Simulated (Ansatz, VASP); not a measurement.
LiNbO3 in VASP and in Ansatz

```
Li Nb O
1.0
     2.59475    1.49808    4.67149
    -2.59475    1.49808    4.67149
     0.00000   -2.99616    4.67149
Li Nb O
2 2 6
Direct
  0.28160 0.28160 0.28160
  0.78160 0.78160 0.78160
  0.00045 0.00045 0.00045
  0.50045 0.50045 0.50045
  0.11044 0.35817 0.72115
  0.72115 0.11044 0.35817
  0.35817 0.72115 0.11044
  0.22115 0.85817 0.61044
  0.85817 0.61044 0.22115
  0.61044 0.22115 0.85817
```

Alike in both runs: functional PBE; k mesh 6 × 6 × 6; occupations gaussian, width 0.02 eV; no spin polarisation.

Ansatz relaxed the structure, and its values are those at the end. VASP's run is a single point on that final structure, the one shown.

```csv
,VASP,Ansatz
version,VASP 6.6.1,Ansatz 0.2.0
potentials or method,"VASP PAW PBE potentials, release 64 (Li_sv, Nb_sv, O), cutoff 520 eV","scalar-relativistic, plane waves, PAW"
valence electrons in the cell,68,68
```

|  | VASP | Ansatz | Ansatz less VASP |
| --- | --- | --- | --- |
| gap on the k mesh at the Fermi level (eV) | 3.56 | 3.57 | +0.013 |
| least direct gap on the mesh (eV) | 3.57 | 3.59 | +0.012 |
| rms of the force components (eV/Å) | 0.008 | 0.002 | -0.0068 |

Noted on VASP's run: the cutoff is short for stress, so the pressure is rough.
